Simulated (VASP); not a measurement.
# CuHg7Te8 (F-43m) in VASP: notebook

The runs below take CuHg7Te8 through single point, with PBEsol+U.

All numbers are computed with VASP 6.6.1; they aren't measurements. Logs are shortened: lines on timing, memory, paths and dates and some standing lists are left out, and cuts for length are marked.

### 1 The cell of the first run

It takes space group F-43m (No. 216, cubic). Conventional cell: a = 12.906 Å, b = 12.906 Å, c = 12.906 Å, α = 90.00°, β = 90.00°, γ = 90.00°. Cu (site symmetry -43m) has 4 Te at 2.61 Å within 3.4 Å. Hg (site symmetry 2mm) has 4 Te at 2.81 to 2.84 Å within 3.7 Å. Hg (site symmetry -43m) has 4 Te at 2.81 Å within 3.7 Å. Te (site symmetry 3m) has 1 Cu at 2.61 Å and 3 Hg at 2.81 Å within 3.4 Å. Within 3.7 Å of Te (site symmetry 3m) lie 4 Hg at 2.81 to 2.84 Å.

### 2 Single point, PBEsol+U, collinear spin

File INCAR:

```
SYSTEM = CuHg7Te8
ALGO     = Normal         ! electronic algorithm
EDIFF    = 1E-7           ! SCF threshold, eV
ENCUT    = 520            ! plane-wave cutoff, eV
GGA      = PS             ! functional
ISIF     = 2              ! what is computed and relaxed
ISMEAR   = 0              ! smearing method
ISPIN    = 2              ! spin polarisation
LASPH    = .TRUE.         ! aspherical terms in the spheres
LCHARG   = .TRUE.         ! write CHGCAR
LDAU     = .TRUE.         ! DFT+U
LDAUJ    = 0 0 0        
LDAUL    = 2 -1 -1        ! shell
LDAUPRINT= 1            
LDAUTYPE = 2            
LDAUU    = 5 0 0          ! U, eV
LELF     = .TRUE.         ! ELF
LMAXMIX  = 4              ! l up to which the mixer works
LORBIT   = 11             ! projections on sites
LREAL    = Auto         
LUSENCCL = .FALSE.      
LVHAR    = .TRUE.       
LWAVE    = .FALSE.        ! write WAVECAR
MAGMOM   = 1 0 0 0 0 0 0 0 0 0 0 0 0 0 0 0 ! initial moments
NBANDS   = 90             ! bands
NELM     = 150            ! most SCF steps
PREC     = Accurate       ! precision mode
SIGMA    = 0.05           ! smearing width, eV
```

File KPOINTS:

```
k-points
0
G
  3 3 3
  0 0 0
```

File POSCAR:

```
CuHg7Te8
1.0
    0.0000000000      6.4530000000      6.4530000000
    6.4530000000      0.0000000000      6.4530000000
    6.4530000000      6.4530000000      0.0000000000
Cu Hg Te
1 7 8
Direct
    1.0000000000      1.0000000000      0.0000000000
    0.0071346836      0.0071346836      0.4928653164
    0.0071346836      0.4928653164      0.0071346836
    0.0071346836      0.4928653164      0.4928653164
    0.4928653164      0.0071346836      0.0071346836
    0.4928653164      0.0071346836      0.4928653164
    0.4928653164      0.4928653164      0.0071346836
    0.5000000000      0.5000000000      0.5000000000
    0.1166602840      0.1166602840      0.1166602840
    0.1166602840      0.1166602840      0.6500191480
    0.1166602840      0.6500191480      0.1166602840
    0.1225438790      0.6258187070      0.6258187070
    0.6500191480      0.1166602840      0.1166602840
    0.6258187070      0.1225438790      0.6258187070
    0.6258187070      0.6258187070      0.1225438790
    0.6258187070      0.6258187070      0.6258187070
```

Potentials or basis: VASP PAW PBE potentials, release 64 (Cu, Hg, Te).

On the command line:

```console
cat potpaw_PBE.64/Cu/POTCAR potpaw_PBE.64/Hg/POTCAR potpaw_PBE.64/Te/POTCAR > POTCAR
mpirun -np 1 vasp_std > vasp.out
```

OUTCAR:

```text
SYSTEM = CuHg7Te8
   EDIFF = 1E-7
   ENCUT = 520
   GGA = PS
   ISIF = 2
   ISMEAR = 0
   ISPIN = 2
   LASPH = .TRUE.
   LORBIT = 11
   LREAL = Auto
   NELM = 150
   PREC = Accurate

 ion  position               nearest neighbor table
   1  0.000  0.000  0.000-   9 2.61  10 2.61  11 2.61  13 2.61
   2  0.007  0.007  0.493-  10 2.81   9 2.81  12 2.84  14 2.84
   3  0.007  0.493  0.007-  11 2.81   9 2.81  12 2.84  15 2.84
   4  0.007  0.493  0.493-  10 2.81  11 2.81  12 2.84  16 2.84
   5  0.493  0.007  0.007-  13 2.81   9 2.81  14 2.84  15 2.84
   6  0.493  0.007  0.493-  10 2.81  13 2.81  14 2.84  16 2.84
[... 8 lines left out ...]
  15  0.626  0.626  0.123-   8 2.81   5 2.84   7 2.84   3 2.84
  16  0.626  0.626  0.626-   8 2.81   6 2.84   7 2.84   4 2.84

  LATTYP: Found a face centered cubic cell.
 ALAT       =    12.9060000000

  Lattice vectors:

 A1 = (   0.0000000000,   6.4530000000,   6.4530000000)
 A2 = (   6.4530000000,   0.0000000000,   6.4530000000)
 A3 = (   6.4530000000,   6.4530000000,   0.0000000000)

Analysis of symmetry for initial positions (statically):
=====================================================================
 Subroutine PRICEL returns:
 Original cell was already a primitive cell.

 Routine SETGRP: Setting up the symmetry group for a
 face centered cubic supercell.

 Subroutine GETGRP returns: Found 24 space group operations
 (whereof 24 operations were pure point group operations)
 out of a pool of 48 trial point group operations.

The static configuration has the point symmetry T_d .

Analysis of symmetry for dynamics (positions and initial velocities):
=====================================================================
 Subroutine PRICEL returns:
 Original cell was already a primitive cell.

 Routine SETGRP: Setting up the symmetry group for a
 face centered cubic supercell.

 Subroutine GETGRP returns: Found 24 space group operations
 (whereof 24 operations were pure point group operations)
 out of a pool of 48 trial point group operations.

The dynamic configuration has the point symmetry T_d .

Analysis of structural, dynamic, and magnetic symmetry:
=====================================================================
 Subroutine PRICEL returns:
 Original cell was already a primitive cell.

 Routine SETGRP: Setting up the symmetry group for a
 face centered cubic supercell.

 Subroutine GETGRP returns: Found 24 space group operations
 (whereof 24 operations were pure point group operations)
 out of a pool of 48 trial point group operations.

The overall configuration has the point symmetry T_d .

 Subroutine INISYM returns: Found 24 space group operations
 (whereof 24 operations are pure point group operations),
 and found     1 'primitive' translations

----------------------------------------------------------------------------------------

                                     Primitive cell

  volume of cell :     537.4214

  direct lattice vectors                    reciprocal lattice vectors
     0.000000000  6.453000000  6.453000000    -0.077483341  0.077483341  0.077483341
     6.453000000  0.000000000  6.453000000     0.077483341 -0.077483341  0.077483341
     6.453000000  6.453000000  0.000000000     0.077483341  0.077483341 -0.077483341

  length of vectors
     9.125920118  9.125920118  9.125920118     0.134205083  0.134205083  0.134205083

  position of ions in fractional coordinates (direct lattice)
     0.000000000  0.000000000  0.000000000
     0.007134684  0.007134684  0.492865316
     0.007134684  0.492865316  0.007134684
     0.007134684  0.492865316  0.492865316
     0.492865316  0.007134684  0.007134684
     0.492865316  0.007134684  0.492865316
[... 8 lines left out ...]
     0.625818707  0.625818707  0.122543879
     0.625818707  0.625818707  0.625818707

  ion indices of the primitive-cell ions
   primitive index   ion index
                 1           1
                 2           2
                 3           3
                 4           4
                 5           5
                 6           6
[... 82 lines left out ...]
  volume/ion in A,a.u.               =      33.59       226.67
  Fermi-wavevector in a.u.,A,eV,Ry     =   1.052968  1.989821 15.085346  1.108742
  Thomas-Fermi vector in A             =   2.188071
   LORBIT       =     11    0 simple, 1 ext, 2 COOP (PROOUT), +10 PAW based schemes
 LDA+U is selected, type is set to LDAUTYPE =  2
   angular momentum for each species LDAUL =     2   -1   -1
   U (eV)           for each species LDAUU =   5.0  0.0  0.0
   J (eV)           for each species LDAUJ =   0.0  0.0  0.0
   GGA     = PS    functional components
   LHFCALC =     F    Hartree Fock is set to
   AEXX    =    0.0000 exact exchange contribution
   IVDW    =     0    specifies the selected vdW correction
   LEPSILON=     F    determine dielectric tensor
   LRPA    =     F    only Hartree local field effects (RPA)
 spin polarized calculation
 Gauss-broadening in eV      SIGMA  =   0.05
  energy-cutoff  :      520.00
  volume of cell :      537.42
 maximum number of plane-waves:     14489
 NGX is ok and might be reduce to    70
   NGX = 33   NGY = 33   NGZ = 33

 number of electron     142.9999980 magnetization      -0.0000061

atom =   1  type =  1  l = 2

 onsite density matrix

spin component  1

  0.9402 -0.0000 -0.0000  0.0000  0.0000
 -0.0000  0.9402 -0.0000 -0.0000 -0.0000
 -0.0000 -0.0000  0.9435  0.0000  0.0000
  0.0000 -0.0000  0.0000  0.9402 -0.0000
  0.0000 -0.0000  0.0000 -0.0000  0.9435

spin component  2

  0.9402 -0.0000 -0.0000  0.0000 -0.0000
 -0.0000  0.9402 -0.0000 -0.0000 -0.0000
 -0.0000 -0.0000  0.9435  0.0000  0.0000
  0.0000 -0.0000  0.0000  0.9402 -0.0000
 -0.0000 -0.0000  0.0000 -0.0000  0.9435

 occupancies and eigenvectors

  o =  0.9402  v =  0.0000  0.9962 -0.0000 -0.0874 -0.0000  0.0000  0.0000  0.0000  0.0000  0.0000      0.0000  0.0000  0.0000  0.0000  0.0000  0.0000  0.0000  0.0000  0.0000  0.0000
  o =  0.9402  v = -0.0000  0.0874  0.0000  0.9962 -0.0000 -0.0000 -0.0000 -0.0000 -0.0000 -0.0000      0.0000 -0.0000  0.0000 -0.0000  0.0000  0.0000  0.0000  0.0000  0.0000  0.0000
  o =  0.9402  v =  1.0000  0.0000  0.0000  0.0000  0.0000  0.0000  0.0000  0.0000  0.0000  0.0000      0.0000  0.0000  0.0000  0.0000  0.0000  0.0000  0.0000  0.0000  0.0000  0.0000
  o =  0.9402  v =  0.0000  0.0000  0.0000  0.0000  0.0000  0.0000  0.9962  0.0000 -0.0867 -0.0000      0.0000  0.0000  0.0000  0.0000  0.0000  0.0000  0.0000  0.0000  0.0000  0.0000
  o =  0.9402  v = -0.0000 -0.0000 -0.0000 -0.0000 -0.0000 -0.0000  0.0867  0.0000  0.9962  0.0000      0.0000  0.0000  0.0000  0.0000  0.0000  0.0000 -0.0000 -0.0000 -0.0000  0.0000
  o =  0.9402  v =  0.0000  0.0000  0.0000  0.0000  0.0000  1.0000  0.0000  0.0000  0.0000  0.0000      0.0000  0.0000  0.0000  0.0000  0.0000  0.0000  0.0000  0.0000  0.0000  0.0000
  o =  0.9435  v =  0.0000  0.0000 -1.0000  0.0000  0.0002  0.0000  0.0000  0.0000  0.0000  0.0000      0.0000  0.0000  0.0000  0.0000  0.0000  0.0000  0.0000  0.0000  0.0000  0.0000
  o =  0.9435  v =  0.0000  0.0000  0.0002  0.0000  1.0000  0.0000  0.0000  0.0000  0.0000  0.0000      0.0000  0.0000  0.0000  0.0000  0.0000  0.0000  0.0000  0.0000  0.0000  0.0000
  o =  0.9435  v =  0.0000  0.0000  0.0000  0.0000  0.0000  0.0000  0.0000 -1.0000  0.0000 -0.0005      0.0000  0.0000  0.0000  0.0000  0.0000  0.0000  0.0000  0.0000  0.0000  0.0000
  o =  0.9435  v =  0.0000  0.0000  0.0000  0.0000  0.0000  0.0000  0.0000 -0.0005 -0.0000  1.0000      0.0000  0.0000  0.0000  0.0000  0.0000  0.0000  0.0000  0.0000  0.0000  0.0000

 number of electron     142.9999980 magnetization       0.0000151

 Free energy of the ion-electron system (eV)
  ---------------------------------------------------
  ext. energy  EPLUGINS =         0.00000000
  ---------------------------------------------------
  free energy    TOTEN  =       -36.66310616 eV

  energy without entropy =      -36.64895414  energy(sigma->0) =      -36.65603015

 E-fermi :   2.6477     XC(G=0):  -8.8932

 val. band max:        2.5173759589   @ k =  -0.3333   0.3333   0.0000
 cond. band min:       2.6681251419   @ k =   0.3333   0.0000   0.0000
 fundamental gap:      0.1507491829
 Fermi energy:         2.6476590051

 spin component 1

 k-point     1 :       0.0000    0.0000    0.0000
  band No.  band energies     occupation
      1      -9.0048      1.00000
      2      -8.4411      1.00000
      3      -8.4116      1.00000
      4      -8.4116      1.00000
      5      -8.4116      1.00000
      6      -8.2145      1.00000
[... 333 lines left out ...]
     82       6.7148      0.00000
     83       6.8538      0.00000
 Fermi energy:         2.6476590051

 spin component 2

 k-point     1 :       0.0000    0.0000    0.0000
  band No.  band energies     occupation
      1      -9.0048      1.00000
      2      -8.4411      1.00000
      3      -8.4116      1.00000
      4      -8.4116      1.00000
      5      -8.4116      1.00000
      6      -8.2145      1.00000
[... 333 lines left out ...]
     82       6.7148      0.00000
     83       6.8538      0.00000
 [bands above 83 left out]

------------------------ aborting loop because EDIFF is reached ----------------------------------------

  FORCE on cell =-STRESS in cart. coord.  units (eV):
  Direction    XX          YY          ZZ          XY          YZ          ZX
  --------------------------------------------------------------------------------------
  -------------------------------------------------------------------------------------
  Total       -2.8038146     -2.8038146     -2.8038146      0.0000000     -0.0000000      0.0000000
  in kB       -8.3588182     -8.3588182     -8.3588182      0.0000000     -0.0000000      0.0000000
  external PRESSURE =      -8.3588182 kB  Pullay stress =       0.0000000 kB

 VOLUME and BASIS-vectors are now :
 -----------------------------------------------------------------------------
  energy-cutoff  :      520.00
  volume of cell :      537.42
      direct lattice vectors                 reciprocal lattice vectors
     0.000000000  6.453000000  6.453000000    -0.077483341  0.077483341  0.077483341
     6.453000000  0.000000000  6.453000000     0.077483341 -0.077483341  0.077483341
     6.453000000  6.453000000  0.000000000     0.077483341  0.077483341 -0.077483341

 POSITION                                       TOTAL-FORCE (eV/Angst)
 -----------------------------------------------------------------------------------
      0.00000      0.00000      0.00000        -0.000000      0.000000      0.000000
      3.22650      3.22650      0.09208        -0.000000      0.000000     -0.008418
      3.22650      0.09208      3.22650        -0.000000     -0.008418      0.000000
      6.36092      3.22650      3.22650         0.008418      0.000000      0.000000
      0.09208      3.22650      3.22650        -0.008418      0.000000      0.000000
      3.22650      6.36092      3.22650        -0.000000      0.008418      0.000000
[... 8 lines left out ...]
      4.82918      4.82918      8.07682        -0.001052     -0.001052      0.001052
      8.07682      8.07682      8.07682         0.001052      0.001052      0.001052
 -----------------------------------------------------------------------------------
    total drift:                               -0.000000     -0.000000     -0.000000

  FREE ENERGIE OF THE ION-ELECTRON SYSTEM (eV)
  ---------------------------------------------------
  free  energy   TOTEN  =       -36.6631061634 eV

  energy  without entropy=      -36.6489541384  energy(sigma->0) =      -36.65603015

 total charge

# of ion       s       p       d       tot
------------------------------------------
    1        0.365   0.289   9.393  10.047
    2        0.752   0.399   9.344  10.495
    3        0.752   0.399   9.344  10.495
    4        0.752   0.399   9.344  10.495
    5        0.752   0.399   9.344  10.495
    6        0.752   0.399   9.344  10.495
[... 8 lines left out ...]
   15        1.376   1.945   0.030   3.351
   16        1.376   1.945   0.030   3.351
--------------------------------------------------
tot         16.614  18.658  75.054 110.326

 magnetization (x)

# of ion       s       p       d       tot
------------------------------------------
    1        0.000  -0.000  -0.000  -0.000
    2       -0.000  -0.000  -0.000  -0.000
    3       -0.000  -0.000  -0.000  -0.000
    4       -0.000  -0.000  -0.000  -0.000
    5       -0.000  -0.000  -0.000  -0.000
    6       -0.000  -0.000  -0.000  -0.000
[... 8 lines left out ...]
   15        0.000   0.000   0.000   0.000
   16        0.000   0.000   0.000   0.000
--------------------------------------------------
tot         -0.000   0.000  -0.000  -0.000
```

Wall time 2.4 min (1 × NVIDIA H100 80GB with 1 thread of AMD EPYC 7R13 (Zen 3), shared host); peak memory 1.8 GiB.

What came out:

| Quantity | Value |
| --- | --- |
| Free energy | -36.6631 eV |
| Pressure | -0.8 GPa |
| Largest force | 0.069 eV/Å |
| Net moment | 0.00 μB per cell |
| Valence electrons inside the program's atomic spheres | Cu 10.05; Hg 10.49, 10.51 (each value once); Te 3.35 |

Forces in eV/Å, atoms in the order of the input:
```
Cu   0.000  0.000  0.000
Hg   0.000  0.000 -0.008
Hg   0.000 -0.008  0.000
Hg   0.008  0.000  0.000
Hg  -0.008  0.000  0.000
Hg   0.000  0.008  0.000
Hg   0.000  0.000  0.008
Hg   0.000  0.000  0.000
Te  -0.040 -0.040 -0.040
Te   0.040  0.040 -0.040
Te   0.040 -0.040  0.040
Te   0.001 -0.001 -0.001
Te  -0.040  0.040  0.040
Te  -0.001  0.001 -0.001
Te  -0.001 -0.001  0.001
Te   0.001  0.001  0.001
```

Levels at points of the mesh, in eV from the Fermi level:
Spin up:
```tsv
k point	band 67	band 68	band 69	band 70	band 71	band 72	band 73	band 74	band 75	band 76
(0.00, 0.00, 0.00)	-0.61	-0.57	-0.57	-0.27	0.25	0.25	0.25	0.92	0.92	0.92
```
Spin down:
| k point | band 69 | band 70 | band 71 | band 72 | band 73 | band 74 |
| --- | --- | --- | --- | --- | --- | --- |
| (0.00, 0.00, 0.00) | -0.57 | -0.27 | 0.25 | 0.25 | 0.25 | 0.92 |

Eigenvalues of the final occupation matrices:
```csv
site,spin,trace,eigenvalues
site 1 d,1,4.71,0.94 0.94 0.94 0.94 0.94
site 1 d,2,4.71,0.94 0.94 0.94 0.94 0.94
```

Caveat: the PAW data sets were made with another functional, which shifts forces and pressure a little; spin-orbit coupling is left out, which moves the levels of the heavy elements; the U is typed as a test and isn't derived for this compound.

(Part 1 of 2 ends here.)
